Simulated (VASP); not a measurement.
Here is a VASP 6.6.1 calculation.

The input INCAR:

```
SYSTEM = Li2Se
PREC = Accurate ; ENCUT = 750
EDIFF = 1E-6 ; ISMEAR = 0
SIGMA = 0.02 ; LREAL = .FALSE.
LASPH = .TRUE. ; NELM = 120
ALGO = Normal ; ISIF = 2
LWAVE = .FALSE. ; LCHARG = .TRUE.
GGA = PE ; LELF = .TRUE.
LVHAR = .TRUE. ; NBANDS = 13
GGA_COMPAT = .FALSE.
```

KPOINTS

```
Automatic mesh
0
G
  8 8 8
  0 0 0
```

POSCAR

```
Li2Se
1.0
    0.0000000000      3.0025000000      3.0025000000
    3.0025000000      0.0000000000      3.0025000000
    3.0025000000      3.0025000000      0.0000000000
Li Se
2 1
Direct
    0.2500000000      0.2500000000      0.2500000000
    0.7500000000      0.7500000000      0.7500000000
    0.0000000000      0.0000000000      0.0000000000
```

Potentials or basis: VASP PAW PBE potentials, release 64 (Li_sv, Se).

The run is started by

```console
$ cat potpaw_PBE.64/Li_sv/POTCAR potpaw_PBE.64/Se/POTCAR > POTCAR
$ mpirun -np 1 vasp_std > vasp.out
```

Estimate the pressure.

0.0 GPa.

What does it give for the band gap on the k mesh?

2.97 eV (least direct gap 3.38 eV).

A k mesh can miss the band edges.
